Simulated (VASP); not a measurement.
Wanted: the native input for a VASP 6.6.1 run.

| Quantity | Value |
| --- | --- |
| Task | single point |
| Functional | r2SCAN |
| Dispersion | D4 |
| Potentials or basis | VASP PAW PBE potentials, release 64 (Al) |
| Cutoff | 520 eV |
| k mesh | 11 × 11 × 11 |
| Occupations | fermi-dirac, width 0.05 eV |
| Spin | no spin polarisation |
| Dipole correction | no |
| Further INCAR settings | ALGO = Normal; EDIFF = 1e-07; NBANDS = 8 |

Al:

```
Al
1.0
     0.00000    2.03821    2.03821
     2.03821    0.00000    2.03821
     2.03821    2.03821    0.00000
Al
1
Direct
  0.00000 0.00000 0.00000
```

These files were run (other wordings do the same):

POSCAR

```
Al
1.0
    0.0000000000      2.0382146954      2.0382146954
    2.0382146954      0.0000000000      2.0382146954
    2.0382146954      2.0382146954      0.0000000000
Al
1
Direct
    0.0000000000      0.0000000000      0.0000000000
```

INCAR.step1

```
PREC = Accurate
ENCUT = 520
ISMEAR = -1
SIGMA = 0.05
LREAL = F
LASPH = T
NELM = 80
NBANDS = 8
GGA = PE
ALGO = Normal
EDIFF = 1E-4
LWAVE = T
LCHARG = F
```

INCAR.step2

```
PREC = Accurate
ENCUT = 520
EDIFF = 1E-7
ISMEAR = -1
SIGMA = 0.05
LREAL = F
LASPH = T
NELM = 80
ALGO = Normal
ISIF = 2
LWAVE = F
LCHARG = F
METAGGA = R2SCAN
LMIXTAU = T
IVDW = 13
VDW_S6 = 1.0
VDW_S8 = 0.6018749
VDW_A1 = 0.51559235
VDW_A2 = 5.77342911
NBANDS = 8
ISTART = 1
```

KPOINTS

```
regular mesh
0
Gamma
  11 11 11
```

Potentials or basis: VASP PAW PBE potentials, release 64 (Al).

Launch:

```console
$ cat potpaw_PBE.64/Al/POTCAR > POTCAR
$ cp INCAR.step1 INCAR
$ mpirun -np 1 vasp_std > vasp.out
$ cp INCAR.step2 INCAR
$ mpirun -np 1 vasp_std > vasp.out
```

Results of the run:

- Pressure: -6.1 GPa
- Dispersion energy per atom: -0.116 eV

Caveat: the PAW data sets were made with another functional, which shifts forces and pressure a little; pairwise dispersion overbinds metals, which lowers pressure and volume.

Run time: 15 s on 1 thread of Intel(R) Xeon(R) Platinum 8559C (Emerald Rapids), on a shared host, peak memory 0.13 GiB.
